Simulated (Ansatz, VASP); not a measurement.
# Ge2Sb2O: VASP beside Ansatz

```
Ge Sb O
1.0
     3.39887    0.00000    0.00000
     0.00000    3.39887    0.00000
     0.00000    0.00000    8.97294
Ge Sb O
2 2 1
Direct
  0.50000 0.50000 0.22285
  0.50000 0.50000 0.77715
  0.00000 0.00000 0.00000
  0.00000 0.00000 0.50000
  0.50000 0.50000 0.50000
```

Alike in both runs: functional PBE; k mesh 4 × 4 × 4; occupations gaussian, width 0.1 eV; no spin polarisation.

Ansatz relaxed the structure, and its values are those at the end. VASP's run is a single point on that final structure, the one shown.

|  | VASP | Ansatz |
| --- | --- | --- |
| version | VASP 6.6.1 | Ansatz 0.2.0 |
| potentials or method | VASP PAW PBE potentials, release 64 (Ge_d, Sb, O), cutoff 600 eV | scalar-relativistic, plane waves, PAW |
| valence electrons in the cell | 44 | 64 |

Ansatz gave:

* gap on the k mesh at the Fermi level (eV): none
* pressure (GPa): 0.0

What did VASP give for the same quantities?

gap on the k mesh at the Fermi level (eV): none; pressure (GPa): -0.3.

A gap of «none» marks a metal or a gap that the smearing closes. VASP's potentials hold 44 valence electrons a cell and Ansatz's 64, so a difference there can come from the potentials and not from the codes.

The k mesh is coarse, so the values compare programs but aren't converged. Spin-orbit coupling is off throughout.
